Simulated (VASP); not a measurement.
Input of a VASP 6.6.1 run:

The input INCAR:

```
SYSTEM = BN
PREC = Accurate ; ENCUT = 520
EDIFF = 1E-6 ; ISMEAR = 0
SIGMA = 0.05 ; LREAL = .False.
LASPH = .True. ; NELM = 100
ALGO = Normal ; ISIF = 2
LWAVE = .False. ; LCHARG = .False.
GGA = PE ; NBANDS = 16
```

File KPOINTS:

```
Automatic mesh
0
Gamma
  12 12 6
  0 0 0
```

POSCAR

```
BN
1.0
    2.5539396017      0.0000000000      0.0000000000
   -1.2769698009      2.2117765748      0.0000000000
    0.0000000000      0.0000000000      4.2268550000
B N
2 2
Direct
    0.7048796176      0.3613071549      0.9997240000
    0.3715462843      0.6946404883      0.4997240000
    0.6666666667      0.3333333333      0.6252760000
    0.3333333333      0.6666666667      0.1252760000
```

Potentials or basis: VASP PAW PBE potentials, release 64 (B, N).

Launch:

```console
$ cat potpaw_PBE.64/B/POTCAR potpaw_PBE.64/N/POTCAR > POTCAR
$ mpirun -np 1 vasp_std > vasp.out
```

Estimate the band gap on the k mesh.

4.75 eV, indirect (least direct gap 7.69 eV).

Predict the largest force.

2.342 eV/Å.

Stress tensor (GPa, compression positive):
```
3.40 1.40 2.01
1.40 3.35 2.01
2.01 2.01 0.48
```

Caveat: the cell differs from its parent crystal (all B atoms moved +0.087 Å, as atom 1 along Cartesian [1 1 0]); forces of over 1 eV/Å act on the atoms, so gaps and moduli don't describe the material at rest. A k mesh can miss the band edges.
